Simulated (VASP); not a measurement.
# LaF2 (P-3m1) in VASP: relaxation of cell and atoms with PBEsol

Aim: the relaxation of cell and atoms of LaF2 with PBEsol.

All numbers are computed with VASP 6.6.1; they aren't measurements. Logs are shortened: lines on timing, memory, paths and dates and some standing lists are left out, and cuts for length are marked.

## 1. The cell of the first run

It takes space group P-3m1 (No. 164, trigonal). The conventional cell has a = 3.345 Å, b = 3.345 Å, c = 5.396 Å, α = 90.00°, β = 90.00°, γ = 120.00°. La (site symmetry -3m) has 6 F at 2.36 Å within 3.1 Å. F (site symmetry 3m) has 3 La at 2.36 Å within 3.1 Å.

## 2. Relaxation of cell and atoms, PBEsol

Input file INCAR:

```
PREC = Accurate ; ENCUT = 1350
EDIFF = 1E-7 ; ISMEAR = 0
SIGMA = 0.05 ; LREAL = F
LASPH = T ; NELM = 200
ALGO = Normal ; ISIF = 3
LWAVE = F ; LCHARG = F
GGA = PS ; IBRION = 2
NSW = 80 ; EDIFFG = -0.01
GGA_COMPAT = F ; NELMIN = 4
LMAXMIX = 6
```

Input file KPOINTS:

```
regular mesh
0
Gamma
  10 10 6
```

Input file POSCAR:

```
LaF2
1.0
    3.3450635172      0.0000000000      0.0000000000
   -1.6725317586      2.8969099832      0.0000000000
    0.0000000000      0.0000000000      5.3962817117
La F
1 2
Direct
    0.0000000000      0.0000000000      0.0000000000
    0.3333333333      0.6666666667      0.2520000000
    0.6666666667      0.3333333333      0.7480000000
```

Potentials or basis: VASP PAW PBE potentials, release 64 (La, F_h).

The run is started by

```bash
$ cat potpaw_PBE.64/La/POTCAR potpaw_PBE.64/F_h/POTCAR > POTCAR
$ mpirun -np 1 vasp_std > vasp.out
```

OUTCAR:

```text
PREC = Accurate
   ENCUT = 1350
   EDIFF = 1E-7
   ISMEAR = 0
   LREAL = F
   LASPH = T
   NELM = 200
   ISIF = 3
   GGA = PS
   IBRION = 2
   NSW = 80
   EDIFFG = -0.01
   NELMIN = 4

 ion  position               nearest neighbor table
   1  0.000  0.000  0.000-   2 2.36   3 2.36   3 2.36   2 2.36   3 2.36   2 2.36
   2  0.333  0.667  0.252-   1 2.36   1 2.36   1 2.36
   3  0.667  0.333  0.748-   1 2.36   1 2.36   1 2.36

  LATTYP: Found a hexagonal cell.
 ALAT       =     3.3450635172
 C/A-ratio  =     1.6132075472

  Lattice vectors:

 A1 = (   3.3450635172,   0.0000000000,   0.0000000000)
 A2 = (  -1.6725317586,   2.8969099832,   0.0000000000)
 A3 = (   0.0000000000,   0.0000000000,   5.3962817117)

Analysis of symmetry for initial positions (statically):
=====================================================================
 Subroutine PRICEL returns:
 Original cell was already a primitive cell.

 Routine SETGRP: Setting up the symmetry group for a
 hexagonal supercell.

 Subroutine GETGRP returns: Found 12 space group operations
 (whereof 12 operations were pure point group operations)
 out of a pool of 24 trial point group operations.

The static configuration has the point symmetry D_3d.

Analysis of symmetry for dynamics (positions and initial velocities):
=====================================================================
 Subroutine PRICEL returns:
 Original cell was already a primitive cell.

 Routine SETGRP: Setting up the symmetry group for a
 hexagonal supercell.

 Subroutine GETGRP returns: Found 12 space group operations
 (whereof 12 operations were pure point group operations)
 out of a pool of 24 trial point group operations.

The dynamic configuration has the point symmetry D_3d.

 Subroutine INISYM returns: Found 12 space group operations
 (whereof 12 operations are pure point group operations),
 and found     1 'primitive' translations

----------------------------------------------------------------------------------------

                                     Primitive cell

  volume of cell :      52.2918

  direct lattice vectors                    reciprocal lattice vectors
     3.345063517  0.000000000  0.000000000     0.298947986  0.172597700  0.000000000
    -1.672531759  2.896909983  0.000000000     0.000000000  0.345195400  0.000000000
     0.000000000  0.000000000  5.396281712     0.000000000  0.000000000  0.185312786

  length of vectors
     3.345063517  3.345063517  5.396281712     0.345195400  0.345195400  0.185312786

  position of ions in fractional coordinates (direct lattice)
     0.000000000  0.000000000  0.000000000
     0.333333333  0.666666667  0.252000000
     0.666666667  0.333333333  0.748000000

  ion indices of the primitive-cell ions
   primitive index   ion index
                 1           1
                 2           2
                 3           3

----------------------------------------------------------------------------------------

 KPOINTS: regular mesh

Automatic generation of k-mesh.
 Grid dimensions read from file:
 generate k-points for:   10   10    6

 Generating k-lattice:

  Cartesian coordinates                     Fractional coordinates (reciprocal lattice)
     0.029894799  0.017259770  0.000000000     0.100000000  0.000000000  0.000000000
     0.000000000  0.034519540  0.000000000     0.000000000  0.100000000  0.000000000
     0.000000000  0.000000000  0.030885464     0.000000000  0.000000000  0.166666667

  Length of vectors
     0.034519540  0.034519540  0.030885464

  Shift w.r.t. Gamma in fractional coordinates (k-lattice)
     0.000000000  0.000000000  0.000000000

 Subroutine IBZKPT returns following result:
 ===========================================

 Found     72 irreducible k-points:

 Following reciprocal coordinates:
            Coordinates               Weight
  0.000000  0.000000  0.000000      1.000000
  0.100000  0.000000  0.000000      6.000000
  0.200000  0.000000  0.000000      6.000000
  0.300000  0.000000  0.000000      6.000000
  0.400000  0.000000  0.000000      6.000000
  0.500000  0.000000  0.000000      3.000000
[... 16 lines left out ...]
  0.000000  0.400000  0.166667      6.000000
  0.500000  0.000000  0.166667      6.000000
 [... further k-points ...]
   k-points           NKPTS =     72   k-points in BZ     NKDIM =     72   number of bands    NBANDS=     16
   number of dos      NEDOS =    301   number of ions     NIONS =      3
   total plane-waves  NPLWV = 112000
   dimension x,y,z NGX =    40 NGY =   40 NGZ =   70
   dimension x,y,z NGXF=    80 NGYF=   80 NGZF=  140
   ions per type =               1   2
   NGX,Y,Z   is equivalent  to a cutoff of  19.88, 19.88, 21.57 a.u.
   NGXF,Y,Z  is equivalent  to a cutoff of  39.76, 39.76, 43.13 a.u.
 SYSTEM =  unknown system
   PREC   = accura    normal or accurate (medium, high low for compatibility)
   ISTART =      0    job   : 0-new  1-cont  2-samecut
   ICHARG =      2    charge: 1-file 2-atom 10-const
   ISPIN  =      1    spin polarized calculation?
   LNONCOLLINEAR =      F non collinear calculations
   LSORBIT =      F    spin-orbit coupling
   LASPH  =      T    aspherical Exc in radial PAW
   ENCUT  = 1350.0 eV  99.22 Ry    9.96 a.u.  10.02 10.02 16.17*2*pi/ulx,y,z
   NELM   =    200;   NELMIN=  4; NELMDL= -5     # of ELM steps
   EDIFF  = 0.1E-06   stopping-criterion for ELM
   LREAL  =      F    real-space projection
   EDIFFG = -.1E-01   stopping-criterion for IOM
   NSW    =     80    number of steps for IOM
   IBRION =      2    ionic relax: 0-MD 1-quasi-New 2-CG
   NFREE  =      1    steps in history (QN), initial steepest desc. (CG)
   ISIF   =      3    stress and relaxation
   ISYM   =      2    0-nonsym 1-usesym 2-fastsym
   POTIM  = 0.5000    time-step for ionic-motion
   TEBEG  =    0.0;   TEEND  =   0.0 temperature during run
   PSTRESS=    0.0 pullay stress
   NELECT =      25.0000    total number of electrons
   NUPDOWN=      -1.0000    fix difference up-down
   EMIN   =  10.00;   EMAX   =-10.00  energy-range for DOS
   EFERMI =   0.00;   METHOD = LEGACY
   ISMEAR =     0;   SIGMA  =   0.05  broadening in eV -4-tet -1-fermi 0-gaus
   EFERMI_NEDOS =   21; number of points for ismear=-14 and -15
   IALGO  =     38    algorithm
   IMIX   =      4    mixing-type and parameters
     AMIX     =   0.40;   BMIX     =  1.00
     AMIX_MAG =   1.60;   BMIX_MAG =  1.00
  volume/ion in A,a.u.               =      17.43       117.63
  Fermi-wavevector in a.u.,A,eV,Ry     =   1.280099  2.419036 22.295228  1.638653
  Thomas-Fermi vector in A             =   2.412546
   LORBIT       =      0    0 simple, 1 ext, 2 COOP (PROOUT), +10 PAW based schemes
   GGA     = PS    functional components
   LHFCALC =     F    Hartree Fock is set to
   AEXX    =    0.0000 exact exchange contribution
   IVDW    =     0    specifies the selected vdW correction
   LEPSILON=     F    determine dielectric tensor
   LRPA    =     F    only Hartree local field effects (RPA)
 conjugate gradient relaxation of ions
 non-spin polarized calculation
 Gauss-broadening in eV      SIGMA  =   0.05
  energy-cutoff  :     1350.00
  volume of cell :       52.29
 maximum number of plane-waves:      5936
   NGX = 21   NGY = 21   NGZ = 33

--------------------------------------- Ionic step        1  -------------------------------------------

 number of electron      24.9999999 magnetization

 Free energy of the ion-electron system (eV)
  ---------------------------------------------------
  ext. energy  EPLUGINS =         0.00000000
  ---------------------------------------------------
  free energy    TOTEN  =       -18.68036677 eV

  energy without entropy =      -18.67317333  energy(sigma->0) =      -18.67677005

------------------------ aborting loop because EDIFF is reached ----------------------------------------

  FORCE on cell =-STRESS in cart. coord.  units (eV):
  Direction    XX          YY          ZZ          XY          YZ          ZX
  --------------------------------------------------------------------------------------
  -------------------------------------------------------------------------------------
  Total        4.7617008      4.7617008      3.0684888      0.0000000     -0.0000000     -0.0000000
  in kB      145.8944256    145.8944256     94.0158650      0.0000000     -0.0000000     -0.0000000
  external PRESSURE =     128.6015720 kB  Pullay stress =       0.0000000 kB
[... 92 lines left out ...]
  FREE ENERGIE OF THE ION-ELECTRON SYSTEM (eV)
  ---------------------------------------------------
  free  energy   TOTEN  =       -18.9338122925 eV

  energy  without entropy=      -18.9261454921  energy(sigma->0) =      -18.92997889

[... ionic steps 4 to 28 ...]

--------------------------------------- Ionic step       29  -------------------------------------------

 number of electron      25.0000000 magnetization

------------------------ aborting loop because EDIFF is reached ----------------------------------------

  FORCE on cell =-STRESS in cart. coord.  units (eV):
  Direction    XX          YY          ZZ          XY          YZ          ZX
  --------------------------------------------------------------------------------------
  -------------------------------------------------------------------------------------
  Total        0.0662340      0.0662340      0.0032872      0.0000000      0.0000000     -0.0000000
  in kB        1.9288565      1.9288565      0.0957282      0.0000000      0.0000000     -0.0000000
  external PRESSURE =       1.3178137 kB  Pullay stress =       0.0000000 kB
[... 59 lines left out ...]
  energy  without entropy=      -18.9648568687  energy(sigma->0) =      -18.96720854

--------------------------------------- Ionic step       31  -------------------------------------------

 number of electron      25.0000000 magnetization

 Free energy of the ion-electron system (eV)
  ---------------------------------------------------
  ext. energy  EPLUGINS =         0.00000000
  ---------------------------------------------------
  free energy    TOTEN  =       -18.96957775 eV

  energy without entropy =      -18.96488255  energy(sigma->0) =      -18.96723015

 E-fermi :   7.1863     XC(G=0):  -9.4707

 val. band max:        7.1850128642   @ k =   0.2000   0.2000   0.1667
 cond. band min:       7.1918872339   @ k =   0.2000   0.1000   0.0000
 fundamental gap:      0.0068743697
 Fermi energy:         7.1862971255

 k-point     1 :       0.0000    0.0000    0.0000
  band No.  band energies     occupation
      1     -26.6545      2.00000
      2     -18.4488      2.00000
      3     -18.0860      2.00000
      4      -9.6579      2.00000
      5      -9.5326      2.00000
      6      -9.5326      2.00000
[... 8 lines left out ...]
     15       8.3094      0.00000
     16       8.7275      0.00000
[... 420 lines left out ...]
  band No.  band energies     occupation
      1     -26.3008      2.00000
      2     -18.5913      2.00000
      3     -18.2618      2.00000
      4     -10.6798      2.00000
      5     -10.0084      2.00000
      6      -9.9733      2.00000
[... 8 lines left out ...]
     15       8.3703      0.00000
     16       8.5954      0.00000

 [... further k-points ...]
[... 5 lines left out ...]
  --------------------------------------------------------------------------------------
  -------------------------------------------------------------------------------------
  Total        0.0178398      0.0178398      0.0029864      0.0000000      0.0000000     -0.0000000
  in kB        0.5194343      0.5194343      0.0869547      0.0000000      0.0000000     -0.0000000
  external PRESSURE =       0.3752744 kB  Pullay stress =       0.0000000 kB
[... 18 lines left out ...]
  FREE ENERGIE OF THE ION-ELECTRON SYSTEM (eV)
  ---------------------------------------------------
  free  energy   TOTEN  =       -18.9695777498 eV

  energy  without entropy=      -18.9648825470  energy(sigma->0) =      -18.96723015

 reached required accuracy - stopping structural energy minimisation
```

Run time: 40 min. Hardware: 1 thread of Intel Xeon 6975P-C (Granite Rapids), shared host; peak memory 0.68 GiB.

Results:

```
Free energy                           : -18.9696 eV
Relaxed volume                        : 18.34 Å³/atom
Relaxed cell                          : a = 3.565 Å, b = 3.565 Å, c = 4.999 Å, α = 90.00°, β = 90.00°, γ = 120.00°
Space group after relaxing (to 0.1 Å) : P-3m1 (No. 164)
Energy gained by relaxing             : 96.4 meV/atom
Ionic steps                           : 31
Pressure after relaxing               : 0.0 GPa
Band gap on the k mesh                : zero (an odd number of electrons rules out a gap without spin polarisation)
```

The path:
```csv
step,energy change (eV),largest force (eV/Å),pressure (GPa),volume (Å³)
1,0.0000,1.1985,12.86,52.29
2,-0.1069,1.0364,-6.36,63.60
3,-0.2534,0.2391,-0.02,58.18
4,-0.2535,0.2165,0.19,58.05
5,-0.2692,0.1310,0.07,58.32
6,-0.2829,0.0191,0.13,58.83
7,-0.2829,0.0418,0.00,58.91
8,-0.2830,0.0377,-0.04,58.89
9,-0.2830,0.0283,-0.05,58.86
10,-0.2830,0.0330,-0.02,58.88
11,-0.2831,0.0241,-0.12,58.87
12,-0.2832,0.0141,-0.21,58.85
13,-0.2834,0.0057,-0.42,58.83
14,-0.2834,0.0061,-0.46,58.82
15,-0.2835,0.0063,-0.38,58.79
16,-0.2836,0.0072,-0.32,58.73
17,-0.2839,0.0094,-0.53,58.62
18,-0.2844,0.0124,-0.47,58.39
19,-0.2854,0.0180,-0.38,57.94
20,-0.2872,0.0296,-0.46,57.04
21,-0.2889,0.0485,-0.30,55.23
22,-0.2889,0.0360,0.39,54.87
23,-0.2892,0.0069,-0.18,55.05
24,-0.2892,0.0051,0.11,55.00
25,-0.2892,0.0006,0.13,55.02
26,-0.2892,0.0032,0.06,55.04
27,-0.2892,0.0049,-0.07,55.04
28,-0.2892,0.0011,0.16,55.01
29,-0.2892,0.0001,0.13,55.02
30,-0.2892,0.0005,0.10,55.01
31,-0.2892,0.0012,0.04,55.03
```

Final structure:
```xyz
3
Lattice="3.5653 0.0000 0.0000 -1.7826 3.0876 0.0000 0.0000 0.0000 4.9986" Properties=species:S:1:pos:R:3 pbc="T T T"
La    0.0000    0.0000    0.0000
F     0.0000    2.0584    1.3524
F     1.7826    1.0292    3.6462
```

Caveat: the PAW data sets were made with another functional, which shifts forces and pressure a little; spin-orbit coupling is left out, which moves the levels of the heavy elements; an odd number of electrons without spin polarisation forces a metal; a magnetic or distorted state may lie lower.
